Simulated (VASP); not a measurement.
# HfMg3 (I4/mmm) in VASP: further runs, part 2 of 3

VASP 6.6.1.

### Step 3. Single point, PBE

INCAR reads:

```
  ALGO = Fast
  EDIFF = 1E-6
  ENCUT = 520
  GGA = PE
  ISIF = 2
  ISMEAR = 0
  LASPH = T
  LCHARG = F
  LREAL = F
  LWAVE = F
  NBANDS = 16
  NELM = 60
  PREC = Accurate
  SIGMA = 0.1
```

KPOINTS reads:

```
k-points
0
Gamma
  4 4 4
```

POSCAR reads:

```
HfMg3
1.0
   -2.2263530000      2.2263530000      4.4846200000
    2.2263530000     -2.2263530000      4.4846200000
    2.2263530000      2.2263530000     -4.4846200000
Mg Hf
3 1
Direct
    0.5000000000      0.5000000000      0.0000000000
    0.2500000000      0.7500000000      0.5000000000
    0.7500000000      0.2500000000      0.5000000000
    0.0000000000      0.0000000000      0.0000000000
```

Potentials or basis: VASP PAW PBE potentials, release 64 (Mg, Hf_pv).

Run with:

```console
$ cat potpaw_PBE.64/Mg/POTCAR potpaw_PBE.64/Hf_pv/POTCAR > POTCAR
$ mpirun -np 1 vasp_std > vasp.out
```

OUTCAR:

```text
EDIFF = 1E-6
   ENCUT = 520
   GGA = PE
   ISIF = 2
   ISMEAR = 0
   LASPH = T
   LREAL = F
   NELM = 60
   PREC = Accurate

 ion  position               nearest neighbor table
   1  0.500  0.500  0.000-   4 3.15   4 3.15   4 3.15   4 3.15   3 3.16   2 3.16   3 3.16   2 3.16
                             2 3.16   2 3.16   3 3.16   3 3.16
   2  0.250  0.750  0.500-   3 3.15   3 3.15   3 3.15   3 3.15   4 3.16   1 3.16   4 3.16   1 3.16
                             4 3.16   4 3.16   1 3.16   1 3.16
   3  0.750  0.250  0.500-   2 3.15   2 3.15   2 3.15   2 3.15   4 3.16   1 3.16   4 3.16   1 3.16
                             1 3.16   1 3.16   4 3.16   4 3.16
   4  0.000  0.000  0.000-   1 3.15   1 3.15   1 3.15   1 3.15   3 3.16   2 3.16   3 3.16   2 3.16
                             3 3.16   3 3.16   2 3.16   2 3.16

  LATTYP: Found a body centered tetragonal cell.
 ALAT       =     4.4527060000
 C/A-ratio  =     2.0143346540

  Lattice vectors:

 A1 = (  -2.2263530000,   2.2263530000,   4.4846200000)
 A2 = (   2.2263530000,  -2.2263530000,   4.4846200000)
 A3 = (   2.2263530000,   2.2263530000,  -4.4846200000)

Analysis of symmetry for initial positions (statically):
=====================================================================
 Subroutine PRICEL returns:
 Original cell was already a primitive cell.

 Routine SETGRP: Setting up the symmetry group for a
 body centered tetragonal supercell.

 Subroutine GETGRP returns: Found 16 space group operations
 (whereof 16 operations were pure point group operations)
 out of a pool of 16 trial point group operations.

The static configuration has the point symmetry D_4h.

Analysis of symmetry for dynamics (positions and initial velocities):
=====================================================================
 Subroutine PRICEL returns:
 Original cell was already a primitive cell.

 Routine SETGRP: Setting up the symmetry group for a
 body centered tetragonal supercell.

 Subroutine GETGRP returns: Found 16 space group operations
 (whereof 16 operations were pure point group operations)
 out of a pool of 16 trial point group operations.

The dynamic configuration has the point symmetry D_4h.

 Subroutine INISYM returns: Found 16 space group operations
 (whereof 16 operations are pure point group operations),
 and found     1 'primitive' translations

----------------------------------------------------------------------------------------

                                     Primitive cell

  volume of cell :      88.9147

  direct lattice vectors                    reciprocal lattice vectors
    -2.226353000  2.226353000  4.484620000     0.000000000  0.224582535  0.111492167
     2.226353000 -2.226353000  4.484620000     0.224582535  0.000000000  0.111492167
     2.226353000  2.226353000 -4.484620000     0.224582535  0.224582535  0.000000000

  length of vectors
     5.479517488  5.479517488  5.479517488     0.250734557  0.250734557  0.317607667

  position of ions in fractional coordinates (direct lattice)
     0.500000000  0.500000000  0.000000000
     0.250000000  0.750000000  0.500000000
     0.750000000  0.250000000  0.500000000
     0.000000000  0.000000000  0.000000000

  ion indices of the primitive-cell ions
[... 39 lines left out ...]
 -0.250000  0.250000  0.000000      4.000000
  0.500000  0.500000  0.000000      2.000000
  0.250000  0.250000  0.250000      2.000000
 -0.250000  0.250000  0.250000      4.000000
  0.500000  0.500000  0.250000      4.000000
 -0.250000  0.500000  0.250000      8.000000
 -0.250000 -0.250000  0.250000      2.000000
  0.500000  0.500000  0.500000      1.000000
   k-points           NKPTS =     13   k-points in BZ     NKDIM =     13   number of bands    NBANDS=     16
   number of dos      NEDOS =    301   number of ions     NIONS =      4
   total plane-waves  NPLWV =  74088
   dimension x,y,z NGX =    42 NGY =   42 NGZ =   42
   dimension x,y,z NGXF=    84 NGYF=   84 NGZF=   84
   ions per type =               3   1
   NGX,Y,Z   is equivalent  to a cutoff of  12.74, 12.74, 12.74 a.u.
   NGXF,Y,Z  is equivalent  to a cutoff of  25.49, 25.49, 25.49 a.u.
 SYSTEM =  unknown system
   PREC   = accura    normal or accurate (medium, high low for compatibility)
   ISTART =      0    job   : 0-new  1-cont  2-samecut
   ICHARG =      2    charge: 1-file 2-atom 10-const
   ISPIN  =      1    spin polarized calculation?
   LNONCOLLINEAR =      F non collinear calculations
   LSORBIT =      F    spin-orbit coupling
   LASPH  =      T    aspherical Exc in radial PAW
   ENCUT  =  520.0 eV  38.22 Ry    6.18 a.u.  10.19 10.19 10.19*2*pi/ulx,y,z
   NELM   =     60;   NELMIN=  2; NELMDL= -5     # of ELM steps
   EDIFF  = 0.1E-05   stopping-criterion for ELM
   LREAL  =      F    real-space projection
   EDIFFG = 0.1E-04   stopping-criterion for IOM
   NSW    =      0    number of steps for IOM
   IBRION =     -1    ionic relax: 0-MD 1-quasi-New 2-CG
   NFREE  =      0    steps in history (QN), initial steepest desc. (CG)
   ISIF   =      2    stress and relaxation
   ISYM   =      2    0-nonsym 1-usesym 2-fastsym
   POTIM  = 0.5000    time-step for ionic-motion
   TEBEG  =    0.0;   TEEND  =   0.0 temperature during run
   PSTRESS=    0.0 pullay stress
   NELECT =      16.0000    total number of electrons
   NUPDOWN=      -1.0000    fix difference up-down
   EMIN   =  10.00;   EMAX   =-10.00  energy-range for DOS
   EFERMI =   0.00;   METHOD = LEGACY
   ISMEAR =     0;   SIGMA  =   0.10  broadening in eV -4-tet -1-fermi 0-gaus
   EFERMI_NEDOS =   21; number of points for ismear=-14 and -15
   IALGO  =     68    algorithm
   IMIX   =      4    mixing-type and parameters
     AMIX     =   0.40;   BMIX     =  1.00
     AMIX_MAG =   1.60;   BMIX_MAG =  1.00
  volume/ion in A,a.u.               =      22.23       150.01
  Fermi-wavevector in a.u.,A,eV,Ry     =   0.924252  1.746582 11.622657  0.854241
  Thomas-Fermi vector in A             =   2.049977
   LORBIT       =      0    0 simple, 1 ext, 2 COOP (PROOUT), +10 PAW based schemes
   GGA     = PE    functional components
   LHFCALC =     F    Hartree Fock is set to
   AEXX    =    0.0000 exact exchange contribution
   IVDW    =     0    specifies the selected vdW correction
   LEPSILON=     F    determine dielectric tensor
   LRPA    =     F    only Hartree local field effects (RPA)
 non-spin polarized calculation
 RMM-DIIS sequential band-by-band and
 Gauss-broadening in eV      SIGMA  =   0.10
  energy-cutoff  :      520.00
  volume of cell :       88.91
 maximum number of plane-waves:      2437
 NGX is ok and might be reduce to    42
   NGX = 21   NGY = 21   NGZ = 21

 number of electron      15.9999999 magnetization

 Free energy of the ion-electron system (eV)
  ---------------------------------------------------
  ext. energy  EPLUGINS =         0.00000000
  ---------------------------------------------------
  free energy    TOTEN  =       -13.46426299 eV

  energy without entropy =      -13.43945489  energy(sigma->0) =      -13.45185894

 E-fermi :   3.0796     XC(G=0):  -9.3127

 val. band max:        3.0681677124   @ k =  -0.2500   0.5000   0.2500
 cond. band min:       3.1295015066   @ k =   0.5000   0.5000   0.0000
 fundamental gap:      0.0613337942
 Fermi energy:         3.0796117923

 k-point     1 :       0.0000    0.0000    0.0000
  band No.  band energies     occupation
      1     -28.1045      2.00000
      2     -28.0473      2.00000
      3     -28.0473      2.00000
      4      -3.8313      2.00000
      5       2.1663      2.00000
      6       2.3028      2.00000
[... 224 lines left out ...]
      3     -28.0475      2.00000
      4      -1.9943      2.00000
      5      -1.6498      2.00000
      6       1.8316      2.00000
[... 8 lines left out ...]
     15      10.0072      0.00000
     16      10.4593      0.00000

------------------------ aborting loop because EDIFF is reached ----------------------------------------

  FORCE on cell =-STRESS in cart. coord.  units (eV):
  Direction    XX          YY          ZZ          XY          YZ          ZX
  --------------------------------------------------------------------------------------
  -------------------------------------------------------------------------------------
  Total        0.3663937      0.3663937     -1.2448380      0.0000000      0.0000000      0.0000000
  in kB        6.6021426      6.6021426    -22.4310569      0.0000000      0.0000000      0.0000000
  external PRESSURE =      -3.0755905 kB  Pullay stress =       0.0000000 kB

 VOLUME and BASIS-vectors are now :
 -----------------------------------------------------------------------------
  energy-cutoff  :      520.00
  volume of cell :       88.91
      direct lattice vectors                 reciprocal lattice vectors
    -2.226353000  2.226353000  4.484620000     0.000000000  0.224582535  0.111492167
     2.226353000 -2.226353000  4.484620000     0.224582535  0.000000000  0.111492167
     2.226353000  2.226353000 -4.484620000     0.224582535  0.224582535  0.000000000

 POSITION                                       TOTAL-FORCE (eV/Angst)
 -----------------------------------------------------------------------------------
      0.00000      0.00000      4.48462        -0.000000     -0.000000      0.000000
      2.22635     -0.00000      2.24231        -0.000000      0.000000     -0.000000
     -0.00000      2.22635      2.24231         0.000000      0.000000     -0.000000
      0.00000      0.00000      0.00000        -0.000000     -0.000000      0.000000
 -----------------------------------------------------------------------------------
    total drift:                               -0.000000     -0.000000      0.000000

  FREE ENERGIE OF THE ION-ELECTRON SYSTEM (eV)
  ---------------------------------------------------
  free  energy   TOTEN  =       -13.4642629946 eV

  energy  without entropy=      -13.4394548912  energy(sigma->0) =      -13.45185894
```

OSZICAR:

```text
N       E                     dE             d eps       ncg     rms          rms(c)
DAV:   1     0.219659279172E+02    0.21966E+02   -0.68530E+03   448   0.804E+02
DAV:   2    -0.128504144087E+02   -0.34816E+02   -0.33053E+02   552   0.153E+02
DAV:   3    -0.140632048645E+02   -0.12128E+01   -0.11851E+01   528   0.180E+01
DAV:   4    -0.140791003637E+02   -0.15895E-01   -0.15869E-01   520   0.249E+00
DAV:   5    -0.140793452739E+02   -0.24491E-03   -0.24490E-03   536   0.284E-01    0.299E+01
RMM:   6    -0.135042087119E+02    0.57514E+00   -0.10102E+00   497   0.406E+00    0.174E+01
RMM:   7    -0.134977187433E+02    0.64900E-02   -0.61977E-01   521   0.375E+00    0.363E+00
RMM:   8    -0.134663006246E+02    0.31418E-01   -0.81749E-02   455   0.150E+00    0.404E-01
RMM:   9    -0.134646912819E+02    0.16093E-02   -0.10126E-02   553   0.586E-01    0.347E-01
RMM:  10    -0.134642366361E+02    0.45465E-03   -0.23472E-03   513   0.252E-01    0.814E-02
RMM:  11    -0.134642887798E+02   -0.52144E-04   -0.41565E-04   580   0.112E-01    0.104E-01
RMM:  12    -0.134642654284E+02    0.23351E-04   -0.21580E-04   504   0.563E-02    0.362E-02
RMM:  13    -0.134642623488E+02    0.30796E-05   -0.28297E-05   515   0.267E-02    0.299E-02
RMM:  14    -0.134642629946E+02   -0.64575E-06   -0.53686E-06   489   0.106E-02
   1 F= -.13464263E+02 E0= -.13451859E+02  d E =-.248081E-01
```

stdout:

```text
POSCAR found type information on POSCAR MgHf
 POSCAR found :  2 types and       4 ions
 scaLAPACK will be used
 LDA part: xc-table for (Slater+PW92), standard interpolation
 POSCAR, INCAR and KPOINTS ok, starting setup
 FFT: planning ... GRIDC
 FFT: planning ... GRID_SOFT
 FFT: planning ... GRID
 WAVECAR not read
 entering main loop
```

It took 29 s on 1 thread of Intel Xeon Platinum 8488C (Sapphire Rapids), shared host; peak memory 0.25 GiB.

Results:

```
Free energy            : -13.4643 eV
Pressure               : -0.3 GPa
Band gap on the k mesh : zero (band 8 reaches 3.59 eV, above the bottom of band 9 at 2.17 eV)
```

Levels at points of the mesh, in eV from the Fermi level:
| k point | band 5 | band 6 | band 7 | band 8 | band 9 | band 10 | band 11 | band 12 |
| --- | --- | --- | --- | --- | --- | --- | --- | --- |
| (0.00, 0.00, 0.00) | -0.91 | -0.78 | -0.37 | -0.37 | 0.38 | 1.18 | 2.57 | 2.57 |
| (0.50, 0.00, 0.00) | -4.18 | -1.89 | -0.38 | -0.24 | 0.28 | 0.82 | 1.90 | 2.87 |
| (0.50, 0.50, 0.00) | -2.70 | -2.29 | -1.44 | -1.25 | -0.91 | 0.05 | 1.49 | 2.28 |
| (0.50, 0.50, 0.50) | -4.73 | -1.25 | -0.09 | 0.51 | 0.51 | 1.01 | 1.01 | 1.38 |

Caveat: the k points lie up to 0.50 Å⁻¹ apart; spin-orbit coupling is left out, which moves the levels of the heavy elements.

### Step 4. Single point, LDA

INCAR reads:

```
SYSTEM = HfMg3
PREC     = Accurate       ! precision mode
ENCUT    = 520            ! plane-wave cutoff, eV
EDIFF    = 1E-7           ! SCF threshold, eV
ISMEAR   = 0              ! smearing method
SIGMA    = 0.1            ! smearing width, eV
LREAL    = .FALSE.        ! projectors in reciprocal space
LASPH    = .TRUE.         ! aspherical terms in the spheres
NELM     = 60             ! most SCF steps
ALGO     = Normal         ! electronic algorithm
ISIF     = 2              ! what is computed and relaxed
LWAVE    = .FALSE.        ! write WAVECAR
LCHARG   = .FALSE.        ! write CHGCAR
GGA      = CA             ! functional
NBANDS   = 16             ! bands
```

KPOINTS reads:

```
Automatic mesh
0
G
  4 4 4
  0 0 0
```

POSCAR is that of step 3.

Potentials or basis: VASP PAW LDA potentials, release 64 (Mg, Hf_pv).

Run with:

```console
$ cat potpaw_LDA.64/Mg/POTCAR potpaw_LDA.64/Hf_pv/POTCAR > POTCAR
$ mpirun -np 1 vasp_std > vasp.out
```

Run time: 21 s. Hardware: 1 thread of Intel Xeon Platinum 8488C (Sapphire Rapids), shared host; peak memory 0.21 GiB.

It converged, with:

```yaml
Free_energy: -15.1431 eV
Pressure: -4.0 GPa
Band_gap_on_the_k_mesh: zero (band 8 reaches 3.46 eV, above the bottom of band 9 at 2.08 eV)
```

Stress tensor (GPa, compression positive):
```
-3.08  0.00  0.00
 0.00 -3.08  0.00
 0.00  0.00 -5.84
```

Levels at points of the mesh, in eV from the Fermi level:
```csv
k point,band 5,band 6,band 7,band 8,band 9,band 10,band 11,band 12
"(0.00, 0.00, 0.00)",-0.92,-0.77,-0.37,-0.37,0.43,1.14,2.61,2.61
"(0.50, 0.00, 0.00)",-4.14,-1.87,-0.34,-0.25,0.26,0.79,1.85,2.91
"(0.50, 0.50, 0.00)",-2.65,-2.30,-1.45,-1.19,-0.83,0.03,1.44,2.21
"(0.50, 0.50, 0.50)",-4.69,-1.25,-0.09,0.55,0.55,0.98,0.98,1.34
```

Caveat: the k points lie up to 0.50 Å⁻¹ apart; spin-orbit coupling is left out, which moves the levels of the heavy elements.

(Continued in part 3 of 3.)
